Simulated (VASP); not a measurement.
Crystal: Li2S.

```
Li S
1.0
     0.00000    2.85282    2.85282
     2.85282    0.00000    2.85282
     2.85282    2.85282    0.00000
Li S
2 1
Direct
  0.25000 0.25000 0.25000
  0.75000 0.75000 0.75000
  0.00000 0.00000 0.00000
```

| Item | Value |
| --- | --- |
| Program | VASP 6.6.1 |
| Task | relaxation of cell and atoms |
| Functional | LDA |
| Potentials or basis | VASP PAW LDA potentials, release 64 (Li_sv, S) |
| Cutoff | 750 eV |
| k mesh | 8 × 8 × 8 |
| Occupations | fermi-dirac, width 0.02 eV |
| Spin | no spin polarisation |

At the start: pressure -3.0 GPa; volume 15.48 Å³/atom.

**Question.** Where does the relaxation end?

**Answer.** Over 4 steps the energy falls by 11.3 meV/atom and the volume is 14.35 Å³/atom (-7.3 %); space group Fm-3m (No. 225, to 0.1 Å) before and after.

The path:
```tsv
step	energy change (eV)	largest force (eV/Å)	pressure (GPa)	volume (Å³)
1	0.0000	0.0000	-3.04	46.44
2	-0.0274	0.0000	-1.43	44.49
3	-0.0339	0.0000	-0.10	43.16
4	-0.0339	0.0000	0.01	43.06
```

Final structure:
```
Li S
1.0
     0.00000    2.78203    2.78203
     2.78203    0.00000    2.78203
     2.78203    2.78203    0.00000
Li S
2 1
Direct
  0.25000 0.25000 0.25000
  0.75000 0.75000 0.75000
  0.00000 0.00000 0.00000
```
